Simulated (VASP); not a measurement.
# Nb3Si2O (P4/mbm) in VASP: single point with PBE

Aim: the single point of Nb3Si2O with PBE.

All numbers are computed with VASP 6.6.1; they aren't measurements. Logs are shortened: lines on timing, memory, paths and dates and some standing lists are left out, and cuts for length are marked.

### Step 1. The cell of the first run

Symmetry: P4/mbm, No. 127, tetragonal system. Conventional cell: a = 6.452 Å, b = 6.452 Å, c = 4.148 Å, α = 90.00°, β = 90.00°, γ = 90.00°. Nb (site symmetry 4/m) has 2 O at 2.07 Å and 4 Si at 2.54 Å within 2.7 Å. Nb (site symmetry m2m) has 2 O at 2.36 Å and 6 Si at 2.71 to 2.90 Å within 3.1 Å. Si (site symmetry m2m) has 1 Si at 2.33 Å and 8 Nb at 2.54 to 2.90 Å within 3.1 Å. O (site symmetry 4/m) has 6 Nb at 2.07 to 2.36 Å within 2.7 Å.

### Step 2. Single point, PBE

File INCAR:

```
SYSTEM = Nb3Si2O
PREC = Accurate ; ENCUT = 520
EDIFF = 1E-6 ; ISMEAR = 0
SIGMA = 0.1 ; LREAL = .FALSE.
LASPH = .TRUE. ; NELM = 100
ALGO = Normal ; ISIF = 2
LWAVE = .FALSE. ; LCHARG = .FALSE.
GGA = PE ; NBANDS = 65
```

File KPOINTS:

```
regular mesh
0
G
  6 6 8
  0 0 0
```

File POSCAR:

```
Nb3Si2O
1.0
    6.4516891847      0.0000000000      0.0000000000
    0.0000000000      6.4516891847      0.0000000000
    0.0000000000      0.0000000000      4.1475020243
Nb Si O
6 4 2
Direct
    0.5000000000      0.5000000000      0.0000000000
    0.8183374247      0.3183374247      0.5000000000
    0.0000000000      0.0000000000      0.0000000000
    0.1816625753      0.6816625753      0.5000000000
    0.3183374247      0.1816625753      0.5000000000
    0.6816625753      0.8183374247      0.5000000000
    0.1278195906      0.3721804094      0.0000000000
    0.8721804094      0.6278195906      0.0000000000
    0.3721804094      0.8721804094      0.0000000000
    0.6278195906      0.1278195906      0.0000000000
    0.5000000000      0.5000000000      0.5000000000
    0.0000000000      0.0000000000      0.5000000000
```

Potentials or basis: VASP PAW PBE potentials, release 64 (Nb_sv, Si, O).

On the command line:

```console
cat potpaw_PBE.64/Nb_sv/POTCAR potpaw_PBE.64/Si/POTCAR potpaw_PBE.64/O/POTCAR > POTCAR
mpirun -np 1 vasp_std > vasp.out
```

OUTCAR:

```text
SYSTEM = Nb3Si2O
   PREC = Accurate
   ENCUT = 520
   EDIFF = 1E-6
   ISMEAR = 0
   LREAL = .FALSE.
   LASPH = .TRUE.
   NELM = 100
   ISIF = 2
   GGA = PE

 ion  position               nearest neighbor table
   1  0.500  0.500  0.000-  11 2.07  11 2.07   9 2.54  10 2.54   7 2.54   8 2.54
   2  0.818  0.318  0.500-  11 2.36  12 2.36  10 2.71  10 2.71   7 2.90   7 2.90   8 2.90   8 2.90

   3  0.000  0.000  0.000-  12 2.07  12 2.07   9 2.54  10 2.54   7 2.54   8 2.54
   4  0.182  0.682  0.500-  11 2.36  12 2.36   9 2.71   9 2.71   7 2.90   7 2.90   8 2.90   8 2.90

   5  0.318  0.182  0.500-  11 2.36  12 2.36   7 2.71   7 2.71  10 2.90   9 2.90   9 2.90  10 2.90

   6  0.682  0.818  0.500-  11 2.36  12 2.36   8 2.71   8 2.71  10 2.90   9 2.90   9 2.90  10 2.90

   7  0.128  0.372  0.000-   8 2.33   3 2.54   1 2.54   5 2.71   5 2.71   4 2.90   2 2.90   4 2.90
                             2 2.90
   8  0.872  0.628  0.000-   7 2.33   3 2.54   1 2.54   6 2.71   6 2.71   4 2.90   2 2.90   4 2.90
                             2 2.90
   9  0.372  0.872  0.000-  10 2.33   3 2.54   1 2.54   4 2.71   4 2.71   5 2.90   6 2.90   5 2.90
                             6 2.90
  10  0.628  0.128  0.000-   9 2.33   3 2.54   1 2.54   2 2.71   2 2.71   5 2.90   6 2.90   5 2.90
                             6 2.90
  11  0.500  0.500  0.500-   1 2.07   1 2.07   4 2.36   5 2.36   6 2.36   2 2.36
  12  0.000  0.000  0.500-   3 2.07   3 2.07   4 2.36   5 2.36   6 2.36   2 2.36

  LATTYP: Found a simple tetragonal cell.
 ALAT       =     6.4516891847
 C/A-ratio  =     0.6428552129

  Lattice vectors:

 A1 = (   6.4516891847,   0.0000000000,   0.0000000000)
 A2 = (   0.0000000000,   6.4516891847,   0.0000000000)
 A3 = (   0.0000000000,   0.0000000000,   4.1475020243)

Analysis of symmetry for initial positions (statically):
=====================================================================
 Subroutine PRICEL returns:
 Original cell was already a primitive cell.

 Routine SETGRP: Setting up the symmetry group for a
 simple tetragonal supercell.

 Subroutine GETGRP returns: Found 16 space group operations
 (whereof  8 operations were pure point group operations)
 out of a pool of 16 trial point group operations.

The static configuration has the point symmetry C_4h.
 The point group associated with its full space group is D_4h.

Analysis of symmetry for dynamics (positions and initial velocities):
=====================================================================
 Subroutine PRICEL returns:
 Original cell was already a primitive cell.

 Routine SETGRP: Setting up the symmetry group for a
 simple tetragonal supercell.

 Subroutine GETGRP returns: Found 16 space group operations
 (whereof  8 operations were pure point group operations)
 out of a pool of 16 trial point group operations.

The dynamic configuration has the point symmetry C_4h.
 The point group associated with its full space group is D_4h.

 Subroutine INISYM returns: Found 16 space group operations
 (whereof  8 operations are pure point group operations),
 and found     1 'primitive' translations

----------------------------------------------------------------------------------------

                                     Primitive cell

  volume of cell :     172.6368

  direct lattice vectors                    reciprocal lattice vectors
     6.451689185  0.000000000  0.000000000     0.154998167  0.000000000  0.000000000
     0.000000000  6.451689185  0.000000000     0.000000000  0.154998167  0.000000000
     0.000000000  0.000000000  4.147502024     0.000000000  0.000000000  0.241108984

  length of vectors
     6.451689185  6.451689185  4.147502024     0.154998167  0.154998167  0.241108984

  position of ions in fractional coordinates (direct lattice)
     0.500000000  0.500000000  0.000000000
     0.818337425  0.318337425  0.500000000
     0.000000000  0.000000000  0.000000000
     0.181662575  0.681662575  0.500000000
     0.318337425  0.181662575  0.500000000
     0.681662575  0.818337425  0.500000000
     0.127819591  0.372180409  0.000000000
     0.872180409  0.627819591  0.000000000
     0.372180409  0.872180409  0.000000000
     0.627819591  0.127819591  0.000000000
     0.500000000  0.500000000  0.500000000
     0.000000000  0.000000000  0.500000000

  ion indices of the primitive-cell ions
   primitive index   ion index
                 1           1
                 2           2
                 3           3
                 4           4
                 5           5
                 6           6
                 7           7
                 8           8
                 9           9
                10          10
                11          11
                12          12

----------------------------------------------------------------------------------------

 KPOINTS: regular mesh

Automatic generation of k-mesh.
 Grid dimensions read from file:
 generate k-points for:    6    6    8

 Generating k-lattice:

  Cartesian coordinates                     Fractional coordinates (reciprocal lattice)
     0.025833028  0.000000000  0.000000000     0.166666667  0.000000000  0.000000000
     0.000000000  0.025833028  0.000000000     0.000000000  0.166666667  0.000000000
     0.000000000  0.000000000  0.030138623     0.000000000  0.000000000  0.125000000

  Length of vectors
     0.025833028  0.025833028  0.030138623

  Shift w.r.t. Gamma in fractional coordinates (k-lattice)
     0.000000000  0.000000000  0.000000000

 Subroutine IBZKPT returns following result:
 ===========================================

 Found     50 irreducible k-points:

 Following reciprocal coordinates:
            Coordinates               Weight
  0.000000  0.000000  0.000000      1.000000
  0.166667  0.000000  0.000000      4.000000
  0.333333  0.000000  0.000000      4.000000
  0.500000  0.000000  0.000000      2.000000
  0.166667  0.166667  0.000000      4.000000
  0.333333  0.166667  0.000000      8.000000
[... 16 lines left out ...]
  0.333333  0.000000  0.250000      8.000000
  0.500000  0.000000  0.250000      4.000000
 [... further k-points ...]
   k-points           NKPTS =     50   k-points in BZ     NKDIM =     50   number of bands    NBANDS=     65
   number of dos      NEDOS =    301   number of ions     NIONS =     12
   total plane-waves  NPLWV =  73728
   dimension x,y,z NGX =    48 NGY =   48 NGZ =   32
   dimension x,y,z NGXF=    96 NGYF=   96 NGZF=   64
   ions per type =               6   4   2
   NGX,Y,Z   is equivalent  to a cutoff of  12.37, 12.37, 12.83 a.u.
   NGXF,Y,Z  is equivalent  to a cutoff of  24.74, 24.74, 25.65 a.u.
 SYSTEM =  Nb3Si2O
   PREC   = accura    normal or accurate (medium, high low for compatibility)
   ISTART =      0    job   : 0-new  1-cont  2-samecut
   ICHARG =      2    charge: 1-file 2-atom 10-const
   ISPIN  =      1    spin polarized calculation?
   LNONCOLLINEAR =      F non collinear calculations
   LSORBIT =      F    spin-orbit coupling
   LASPH  =      T    aspherical Exc in radial PAW
   ENCUT  =  520.0 eV  38.22 Ry    6.18 a.u.  12.00 12.00  7.71*2*pi/ulx,y,z
   NELM   =    100;   NELMIN=  2; NELMDL= -5     # of ELM steps
   EDIFF  = 0.1E-05   stopping-criterion for ELM
   LREAL  =      F    real-space projection
   EDIFFG = 0.1E-04   stopping-criterion for IOM
   NSW    =      0    number of steps for IOM
   IBRION =     -1    ionic relax: 0-MD 1-quasi-New 2-CG
   NFREE  =      0    steps in history (QN), initial steepest desc. (CG)
   ISIF   =      2    stress and relaxation
   ISYM   =      2    0-nonsym 1-usesym 2-fastsym
   POTIM  = 0.5000    time-step for ionic-motion
   TEBEG  =    0.0;   TEEND  =   0.0 temperature during run
   PSTRESS=    0.0 pullay stress
   NELECT =     106.0000    total number of electrons
   NUPDOWN=      -1.0000    fix difference up-down
   EMIN   =  10.00;   EMAX   =-10.00  energy-range for DOS
   EFERMI =   0.00;   METHOD = LEGACY
   ISMEAR =     0;   SIGMA  =   0.10  broadening in eV -4-tet -1-fermi 0-gaus
   EFERMI_NEDOS =   21; number of points for ismear=-14 and -15
   IALGO  =     38    algorithm
   IMIX   =      4    mixing-type and parameters
     AMIX     =   0.40;   BMIX     =  1.00
     AMIX_MAG =   1.60;   BMIX_MAG =  1.00
  volume/ion in A,a.u.               =      14.39        97.08
  Fermi-wavevector in a.u.,A,eV,Ry     =   1.391444  2.629447 26.342450  1.936115
  Thomas-Fermi vector in A             =   2.515282
   LORBIT       =      0    0 simple, 1 ext, 2 COOP (PROOUT), +10 PAW based schemes
   GGA     = PE    functional components
   LHFCALC =     F    Hartree Fock is set to
   AEXX    =    0.0000 exact exchange contribution
   IVDW    =     0    specifies the selected vdW correction
   LEPSILON=     F    determine dielectric tensor
   LRPA    =     F    only Hartree local field effects (RPA)
 non-spin polarized calculation
 Gauss-broadening in eV      SIGMA  =   0.10
  energy-cutoff  :      520.00
  volume of cell :      172.64
 maximum number of plane-waves:      4676
 NGX is ok and might be reduce to    48
   NGX = 23   NGY = 23   NGZ = 15

 number of electron     105.9999993 magnetization

 Free energy of the ion-electron system (eV)
  ---------------------------------------------------
  ext. energy  EPLUGINS =         0.00000000
  ---------------------------------------------------
  free energy    TOTEN  =      -101.76112974 eV

  energy without entropy =     -101.71864075  energy(sigma->0) =     -101.73988524

 E-fermi :  11.5773     XC(G=0): -12.2352

 val. band max:       11.5732245792   @ k =   0.5000   0.1667   0.0000
 cond. band min:      11.5925503067   @ k =   0.0000   0.0000   0.1250
 fundamental gap:      0.0193257275
 Fermi energy:        11.5772807283

 k-point     1 :       0.0000    0.0000    0.0000
  band No.  band energies     occupation
      1     -44.0166      2.00000
      2     -43.9869      2.00000
      3     -43.9869      2.00000
      4     -43.9791      2.00000
      5     -43.3570      2.00000
      6     -43.3529      2.00000
[... 57 lines left out ...]
     64      14.0733      0.00000
     65      14.0819      0.00000

 k-point     2 :       0.1667    0.0000    0.0000
  band No.  band energies     occupation
      1     -44.0148      2.00000
      2     -43.9894      2.00000
      3     -43.9863      2.00000
      4     -43.9791      2.00000
      5     -43.3567      2.00000
      6     -43.3532      2.00000
[... 57 lines left out ...]
     64      13.9513      0.00000
     65      14.2085      0.00000

 k-point     3 :       0.3333    0.0000    0.0000
  band No.  band energies     occupation
      1     -44.0098      2.00000
      2     -43.9954      2.00000
      3     -43.9844      2.00000
      4     -43.9801      2.00000
      5     -43.3559      2.00000
      6     -43.3539      2.00000
[... 1417 lines left out ...]
     64      13.6752      0.00000
     65      13.8905      0.00000

 k-point    24 :       0.5000    0.0000    0.2500
  band No.  band energies     occupation
      1     -44.0014      2.00000
      2     -44.0014      2.00000
      3     -43.9816      2.00000
      4     -43.9816      2.00000
      5     -43.3549      2.00000
      6     -43.3549      2.00000
[... 57 lines left out ...]
     64      13.8725      0.00000
     65      14.1260      0.00000

 [... further k-points ...]
[... 5 lines left out ...]
  --------------------------------------------------------------------------------------
  -------------------------------------------------------------------------------------
  Total       -0.3110820     -0.3110820     -0.3908824      0.0000000      0.0000000      0.0000000
  in kB       -2.8870347     -2.8870347     -3.6276320      0.0000000      0.0000000      0.0000000
  external PRESSURE =      -3.1339004 kB  Pullay stress =       0.0000000 kB

 VOLUME and BASIS-vectors are now :
 -----------------------------------------------------------------------------
  energy-cutoff  :      520.00
  volume of cell :      172.64
      direct lattice vectors                 reciprocal lattice vectors
     6.451689185  0.000000000  0.000000000     0.154998167  0.000000000  0.000000000
     0.000000000  6.451689185  0.000000000     0.000000000  0.154998167  0.000000000
     0.000000000  0.000000000  4.147502024     0.000000000  0.000000000  0.241108984

 POSITION                                       TOTAL-FORCE (eV/Angst)
 -----------------------------------------------------------------------------------
      3.22584      3.22584      0.00000         0.000000      0.000000      0.000000
      5.27966      2.05381      2.07375         0.000251      0.000251      0.000000
      0.00000      0.00000      0.00000         0.000000      0.000000      0.000000
      1.17203      4.39788      2.07375        -0.000251     -0.000251     -0.000000
      2.05381      1.17203      2.07375         0.000251     -0.000251     -0.000000
      4.39788      5.27966      2.07375        -0.000251      0.000251      0.000000
      0.82465      2.40119      0.00000        -0.001942      0.001942      0.000000
      5.62704      4.05050      0.00000         0.001942     -0.001942     -0.000000
      2.40119      5.62704      0.00000         0.001942      0.001942      0.000000
      4.05050      0.82465      0.00000        -0.001942     -0.001942      0.000000
      3.22584      3.22584      2.07375         0.000000      0.000000      0.000000
      0.00000      0.00000      2.07375         0.000000      0.000000      0.000000
 -----------------------------------------------------------------------------------
    total drift:                                0.000000     -0.000000     -0.000000

  FREE ENERGIE OF THE ION-ELECTRON SYSTEM (eV)
  ---------------------------------------------------
  free  energy   TOTEN  =      -101.7611297436 eV

  energy  without entropy=     -101.7186407457  energy(sigma->0) =     -101.73988524
```

Run time: 5.4 min. Hardware: 1 thread of AMD EPYC 9R45 (Zen 5), shared host; peak memory 0.49 GiB.

What came out:

| Item | Value |
| --- | --- |
| Free energy | -101.7611 eV |
| Pressure | -0.3 GPa |
| Band gap on the k mesh | zero (band 53 reaches 12.23 eV, above the bottom of band 54 at 11.06 eV) |

Forces on the atoms (eV/Å):
```
Nb   0.000  0.000  0.000
Nb   0.000  0.000  0.000
Nb   0.000  0.000  0.000
Nb   0.000  0.000  0.000
Nb   0.000  0.000  0.000
Nb   0.000  0.000  0.000
Si  -0.002  0.002  0.000
Si   0.002 -0.002  0.000
Si   0.002  0.002  0.000
Si  -0.002 -0.002  0.000
O    0.000  0.000  0.000
O    0.000  0.000  0.000
```

Levels at points of the mesh, in eV from the Fermi level:
```
           k point  band 49  band 50  band 51  band 52  band 53  band 54  band 55  band 56  band 57  band 58
(0.00, 0.00, 0.00)    -1.37    -1.37    -0.34    -0.33    -0.31    -0.31    -0.05     0.43     0.56     0.64
(0.50, 0.00, 0.00)    -1.14    -1.14    -0.41    -0.41    -0.29    -0.29     0.14     0.14     0.70     0.70
(0.50, 0.50, 0.00)    -1.31    -1.31    -0.71    -0.71    -0.30    -0.30    -0.23    -0.23     0.28     0.28
(0.00, 0.00, 0.50)    -0.80    -0.46    -0.46    -0.43    -0.33    -0.25    -0.25     0.64     0.92     1.25
(0.50, 0.00, 0.50)    -0.46    -0.46    -0.35    -0.35     0.43     0.43     0.50     0.50     1.16     1.16
(0.50, 0.50, 0.50)    -0.58    -0.58    -0.19    -0.19     0.65     0.65     0.85     0.85     0.98     0.98
```
